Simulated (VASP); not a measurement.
# KCl: single point with PBEsol

KCl:

```
CELL_PARAMETERS angstrom
3.83920 0.00000 0.00000
0.00000 3.83920 0.00000
0.00000 0.00000 3.83920
ATOMIC_POSITIONS crystal
K 0.00000 0.00000 0.00000
Cl 0.50000 0.50000 0.47395
```

This cell differs from its parent crystal: atom 2 (Cl) moved by (+0.000, -0.100) A along [1 1 0] and z.

```json
{
  "Program": "VASP 6.6.1",
  "Task": "single point",
  "Functional": "PBEsol",
  "Potentials or basis": "VASP PAW PBE potentials, release 64 (K_sv, Cl)",
  "Cutoff": "520 eV",
  "k mesh": "6 × 6 × 6",
  "Occupations": "gaussian, width 0.05 eV",
  "Spin": "no spin polarisation",
  "Dipole correction": "no",
  "Further INCAR settings": "ALGO = Normal; EDIFF = 1e-06; NBANDS = 15"
}
```

- Pressure: -1.4 GPa
- Largest force: 0.050 eV/Å
- Band gap on the k mesh: 4.62 eV (least direct gap 4.83 eV)

Forces on the atoms (eV/Å):
```
K    0.000  0.000 -0.050
Cl   0.000  0.000  0.050
```

Levels at points of the mesh, in eV from the valence-band top:
```tsv
k point	band 5	band 6	band 7	band 8	band 9	band 10	band 11	band 12
(0.00, 0.00, 0.00)	-11.33	-0.21	-0.21	-0.21	4.62	6.45	6.47	10.62
(0.50, 0.00, 0.00)	-11.20	-1.80	-0.22	-0.21	7.51	7.81	8.12	9.83
(0.00, 0.00, 0.50)	-11.20	-1.80	-0.22	-0.22	7.52	7.81	8.14	10.01
(0.50, 0.50, 0.00)	-11.28	-1.22	-1.22	0.00	6.06	7.18	8.88	8.88
(0.00, 0.50, 0.50)	-11.28	-1.22	-1.22	0.00	6.05	7.16	8.88	8.89
(0.50, 0.50, 0.50)	-11.51	-1.34	-1.34	-1.34	8.61	8.61	8.66	9.84
```

It took 13 s on 1 thread of Intel(R) Xeon(R) 6975P-C (Granite Rapids), on a shared host, peak memory 0.18 GiB.

Caveat: the cell differs from its parent crystal (atom 2 (Cl) moved by (+0.000, -0.100) A along [1 1 0] and z); the PAW data sets were made with another functional, which shifts forces and pressure a little. A k mesh can miss the band edges.
